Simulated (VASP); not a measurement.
# C (a cell with a defect): single point with PBE

C (a cell with a defect):

```
C
1.0
     3.57155    0.00000   -3.57155
     0.00000    3.57155   -3.57155
     3.57155    3.57155    0.00000
C
15
Direct
  0.25000 0.25000 0.25000
  0.25000 0.75000 0.75000
  0.25000 0.75000 0.25000
  0.75000 0.25000 0.75000
  0.75000 0.25000 0.25000
  0.75000 0.75000 0.75000
  0.75000 0.75000 0.25000
  0.12500 0.12500 0.12500
  0.12500 0.12500 0.62500
  0.12500 0.62500 0.12500
  0.99622 0.53125 0.73626
  0.62500 0.12500 0.12500
  0.62500 0.12500 0.62500
  0.62500 0.62500 0.12500
  0.62500 0.62500 0.62500
```

This cell differs from its parent crystal: atoms taken out, atom 11 moved 0.250 of the way to it and +0.700 Å across, host rigid.

```json
{"Program": "VASP 6.6.1", "Task": "single point", "Functional": "PBE", "Potentials or basis": "VASP PAW PBE potentials, release 64 (C)", "Cutoff": "520 eV", "k mesh": "6 × 6 × 6", "Occupations": "gaussian, width 0.05 eV", "Spin": "no spin polarisation", "Dipole correction": "no", "Further INCAR settings": "LREAL = Auto; ALGO = Normal; EDIFF = 1e-06; NBANDS = 43"}
```

```json
{"Pressure": "11.1 GPa", "Largest force": "22.380 eV/Å", "Band gap on the k mesh": "zero (bands 30 and 31 overlap by 0.79 eV)"}
```

Forces in eV/Å, atoms in the order of the input:
```
C    -0.175   0.175  -0.551
C     1.482   2.186  -0.842
C    -2.186  -1.482  -0.842
C    -0.557   0.034   1.081
C    -0.034   0.557   1.081
C   -12.531  12.531   3.387
C     0.104  -0.104  -0.572
C     2.135   2.011   1.934
C    -2.011  -2.135   1.934
C     0.120  -0.120  -0.210
C    14.030 -14.030 -10.354
C    -0.016   0.016  -0.051
C     1.870  -1.870  -1.617
C     0.762   2.991   2.810
C    -2.991  -0.762   2.810
```

Stress tensor (GPa, compression positive):
```
 19.88  -9.06 -13.79
 -9.06  19.88  13.79
-13.79  13.79  -6.40
```

Levels at points of the mesh, in eV from the Fermi level:
```
           k point  band 28  band 29  band 30  band 31  band 32  band 33
(0.00, 0.00, 0.00)    -1.41    -0.57     0.51     1.09     1.53     3.29
(0.50, 0.00, 0.00)    -2.55    -1.96    -1.91     1.50     2.36     3.59
(0.00, 0.50, 0.00)    -1.56    -0.87     0.15     0.82     1.20     2.96
(0.00, 0.00, 0.50)    -2.24    -2.16    -1.28     0.25     1.55     2.79
(0.50, 0.50, 0.00)    -2.79    -1.13    -0.77    -0.02     0.09     3.38
(0.00, 0.50, 0.50)    -3.43    -1.78    -0.74     0.27     1.94     2.75
```

Run time: 10 min on 1 thread of Intel(R) Xeon(R) Platinum 8259CL CPU @ 2.50GHz (Skylake/Cascade Lake) (shared host), peak memory 0.32 GiB.

Caveat: the cell differs from its parent crystal (atoms taken out, atom 11 moved 0.250 of the way to it and +0.700 Å across, host rigid).
